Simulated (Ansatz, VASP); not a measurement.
## LaLuAs2 in VASP and in Ansatz

File POSCAR:

```
LaLuAs2
1.0
    4.2232600509      0.0000000000      0.0000000000
    0.0000000000      4.2232600509      0.0000000000
    0.0000000000      0.0000000000      5.9521047204
La As Lu
1 2 1
Direct
    0.0000000000      0.0000000000      0.0000000000
    0.0000000000      0.0000000000      0.5000000000
    0.5000000000      0.5000000000      0.0000000000
    0.5000000000      0.5000000000      0.5000000000
```

The input INCAR.step1:

```
  PREC = Accurate
  ENCUT = 520
  ISMEAR = -1
  SIGMA = 0.02
  LREAL = F
  LASPH = T
  NELM = 80
  NBANDS = 31
  GGA = PE
  ALGO = Normal
  EDIFF = 1E-4
  LWAVE = T
  LCHARG = F
```

INCAR.step2

```
  PREC = Accurate
  ENCUT = 520
  EDIFF = 1E-6
  ISMEAR = -1
  SIGMA = 0.02
  LREAL = F
  LASPH = T
  NELM = 80
  ALGO = Normal
  ISIF = 2
  LWAVE = F
  LCHARG = T
  METAGGA = R2SCAN
  LMIXTAU = T
  LELF = T
  LVHAR = T
  NBANDS = 31
  ISTART = 1
```

KPOINTS

```
regular mesh
0
Gamma
  4 4 4
```

Input for Ansatz:

```yaml
crystal:
  lattice:
    - [4.2232600509, 0.0, 0.0]
    - [0.0, 4.2232600509, 0.0]
    - [0.0, 0.0, 5.9521047204]
  atoms:
    - { symbol: La, position: [0.0, 0.0, 0.0] }
    - { symbol: As, position: [0.0, 0.0, 0.5] }
    - { symbol: Lu, position: [0.5, 0.5, 0.5] }
    - { symbol: As, position: [0.5, 0.5, 0.0] }
kpoints:
  mp_grid: { grid: [4, 4, 4] }
hamiltonian:
  xc: r2scan
scf:
  occupations: { method: fermi_dirac, width: 0.02 }
  n_extra_bands: 5
output:
  forces: true
  stress: true
  eigenvalues: true
```

Alike in both runs: task single point; functional r2SCAN; k mesh 4 × 4 × 4; occupations fermi-dirac, width 0.02 eV; no spin polarisation.

|  | VASP | Ansatz |
| --- | --- | --- |
| version | VASP 6.6.1 | Ansatz 0.2.0 |
| potentials or method | VASP PAW PBE potentials, release 64 (La, As, Lu) | plane waves |
| plane-wave cutoff (eV) | 520 | 500 |
| valence electrons in the cell | 46 | 66 |

|  | VASP | Ansatz | Ansatz less VASP |
| --- | --- | --- | --- |
| pressure (GPa) | 0.0 | 0.0 | -0.04 |

VASP's potentials were made for PBE, not for r2SCAN. VASP's potentials hold 46 valence electrons a cell and Ansatz's 66, so a difference there can come from the potentials and not from the codes.

The k mesh is coarse, so the values compare programs but aren't converged. Neither program's run includes spin-orbit coupling.
